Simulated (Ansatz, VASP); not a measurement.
# One calculation of Zr7O16, two programs

```
CELL_PARAMETERS angstrom
0.20047 5.27727 5.45862
5.38849 0.23646 5.42262
5.44230 5.29516 0.18255
ATOMIC_POSITIONS crystal
Zr 0.01435 0.50707 0.46329
Zr 0.02616 0.50053 0.00068
Zr 0.03337 0.99957 0.02232
Zr 0.52829 0.51091 0.51465
Zr 0.48239 0.49444 0.99705
Zr 0.53028 0.97945 0.51000
Zr 0.51742 0.02147 0.98776
O 0.15840 0.14297 0.06544
O 0.03587 0.20203 0.71073
O 0.12443 0.65726 0.09863
O 0.17573 0.54198 0.60215
O 0.69909 0.13828 0.02315
O 0.56256 0.17803 0.61496
O 0.53757 0.59126 0.18408
O 0.66203 0.58567 0.65167
O 0.34970 0.28748 0.33092
O 0.37570 0.39699 0.87256
O 0.46205 0.86486 0.34232
O 0.38727 0.86435 0.84745
O 0.86776 0.43467 0.33746
O 0.73972 0.43894 0.07519
O 0.86330 0.87224 0.37024
O 0.82096 0.81046 0.88249
```

Alike in both runs: functional PBE; k mesh 4 × 4 × 4; occupations gaussian, width 0.1 eV; no spin polarisation.

Ansatz relaxed the structure, and its values are those at the end. VASP's run is a single point on that final structure, the one shown.

|  | VASP | Ansatz |
| --- | --- | --- |
| version | VASP 6.6.1 | Ansatz 0.2.0 |
| potentials or method | VASP PAW PBE potentials, release 64 (Zr_sv, O), cutoff 520 eV | scalar-relativistic, plane waves, PAW |
| valence electrons in the cell | 180 | 180 |

```tsv
	VASP	Ansatz	Ansatz less VASP
gap on the k mesh at the Fermi level (eV)	none	none	-
pressure (GPa)	0.3	0.0	-0.31
rms of the force components (eV/Å)	0.038	0.012	-0.0253
```

A gap of «none» marks a metal or a gap that the smearing closes.
